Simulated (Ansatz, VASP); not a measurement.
# Two plane-wave programs on HfO2

Contents of POSCAR:

```
HfO2
1.0
    0.0000000000     -2.5291609878     -2.5291609878
   -2.5291609878      0.0000000000     -2.5291609878
    2.5291609878      2.5291609878     -5.0583219756
Hf O
2 4
Direct
    0.5282479335      0.5282479335      0.4999998570
   -0.0282479335     -0.0282479335      0.0000001430
    0.1284351725      0.1284351725      0.6250000071
    0.6215648275      0.6215648275      0.1249999929
    0.3715648275      0.3715648275      0.8749999929
    0.8784351725      0.8784351725      0.3750000071
```

The input INCAR.step1:

```
SYSTEM = HfO2
  ALGO = Normal
  EDIFF = 1E-4
  ENCUT = 520
  GGA = PE
  ISMEAR = 0
  LASPH = .TRUE.
  LCHARG = .FALSE.
  LREAL = .FALSE.
  LWAVE = .TRUE.
  NBANDS = 31
  NELM = 100
  PREC = Accurate
  SIGMA = 0.05
```

File INCAR.step2:

```
SYSTEM = HfO2
  ALGO = Normal
  EDIFF = 1E-7
  ENCUT = 520
  ISIF = 2
  ISMEAR = 0
  ISTART = 1
  LASPH = .TRUE.
  LCHARG = .FALSE.
  LMIXTAU = .TRUE.
  LREAL = .FALSE.
  LWAVE = .FALSE.
  METAGGA = R2SCAN
  NBANDS = 31
  NELM = 100
  PREC = Accurate
  SIGMA = 0.05
```

Contents of KPOINTS:

```
k-points
0
G
  6 6 8
  0 0 0
```

Input for Ansatz:

```yaml
crystal:
  lattice:
    - [0.0, -2.5291609878, -2.5291609878]
    - [-2.5291609878, 0.0, -2.5291609878]
    - [2.5291609878, 2.5291609878, -5.0583219756]
  atoms:
    - { symbol: Hf, position: [0.5282479335, 0.5282479335, 0.499999857] }
    - { symbol: Hf, position: [-0.0282479335, -0.0282479335, 1.43e-07] }
    - { symbol: O, position: [0.1284351725, 0.1284351725, 0.6250000071] }
    - { symbol: O, position: [0.6215648275, 0.6215648275, 0.1249999929] }
    - { symbol: O, position: [0.3715648275, 0.3715648275, 0.8749999929] }
    - { symbol: O, position: [0.8784351725, 0.8784351725, 0.3750000071] }
basis:
  ecutwfc: 500
kpoints:
  mp_grid: { grid: [6, 6, 8] }
hamiltonian:
  xc: r2scan
scf:
  occupations: { method: gaussian, width: 0.05 }
output:
  forces: true
  stress: true
  eigenvalues: true
```

Change from the starting cell: mode 4 (90.2 1/cm) frozen in, largest displacement +0.175 Å.

Alike in both runs: task single point; functional r2SCAN; k mesh 6 × 6 × 8; occupations gaussian, width 0.05 eV; no spin polarisation.

```csv
,VASP,Ansatz
version,VASP 6.6.1,Ansatz 0.2.0
potentials or method,"VASP PAW PBE potentials, release 64 (Hf_pv, O), cutoff 520 eV","scalar-relativistic, plane waves, PAW"
valence electrons in the cell,44,76
```

|  | VASP | Ansatz | Ansatz less VASP |
| --- | --- | --- | --- |
| gap on the k mesh at the Fermi level (eV) | 4.48 | 4.47 | -0.008 |
| least direct gap on the mesh (eV) | 4.48 | 4.47 | -0.004 |
| pressure (GPa) | -1.1 | 2.7 | +3.86 |
| traceless stress, the component that is largest in VASP (GPa) | 1.60 | 1.62 | +0.022 |
| rms of the force components (eV/Å) | 0.382 | 0.404 | +0.0213 |

VASP's potentials were made for PBE, not for r2SCAN. Atom by atom the forces differ by 0.033 eV/Å (rms over components). The functional is the same, so the differences come from potentials, cutoffs and numerics. VASP's potentials hold 44 valence electrons a cell and Ansatz's 76, so a difference there can come from the potentials and not from the codes.

Neither program's run includes spin-orbit coupling.
